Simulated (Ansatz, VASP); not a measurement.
# One calculation of C, two programs

```xyz
8
Lattice="2.5181 0.0000 0.0000 -1.2590 2.1807 0.0000 0.0000 0.0000 8.3047" Properties=species:S:1:pos:R:3 pbc="T T T"
C    -0.0696   -0.0696    0.7721
C     0.0696    0.0696    4.9245
C     0.0696    0.0696    3.3802
C    -0.0696   -0.0696    7.5326
C    -0.0570    1.3968    1.2916
C     1.3160    0.7839    5.4440
C     0.0570    1.5108    2.8607
C     1.2020    0.6699    7.0131
```

Change from the starting cell: mode 4 frozen in at -0.070 Å and mode 5 at -0.070 Å (largest displacements).

Alike in both runs: task single point; functional PBE; k mesh 12 × 12 × 4; occupations gaussian, width 0.05 eV; no spin polarisation.

```csv
,VASP,Ansatz
version,VASP 6.6.1,Ansatz 0.2.0
potentials or method,"VASP PAW PBE potentials, release 64 (C), cutoff 520 eV","scalar-relativistic, plane waves, PAW"
valence electrons in the cell,32,32
```

VASP gave:

```
gap on the k mesh at the Fermi level (eV)                     : 4.51
least direct gap on the mesh (eV)                             : 5.32
pressure (GPa)                                                : 0.7
traceless stress, the component that is largest in VASP (GPa) : -0.62
rms of the force components (eV/Å)                            : 0.349
```

Question: What did Ansatz give for the same quantities?

Answer: gap on the k mesh at the Fermi level (eV): 4.52; least direct gap on the mesh (eV): 5.32; pressure (GPa): 0.1; traceless stress, the component that is largest in VASP (GPa): -0.62; rms of the force components (eV/Å): 0.349.

Atom by atom the forces differ by 0.005 eV/Å (rms over components).
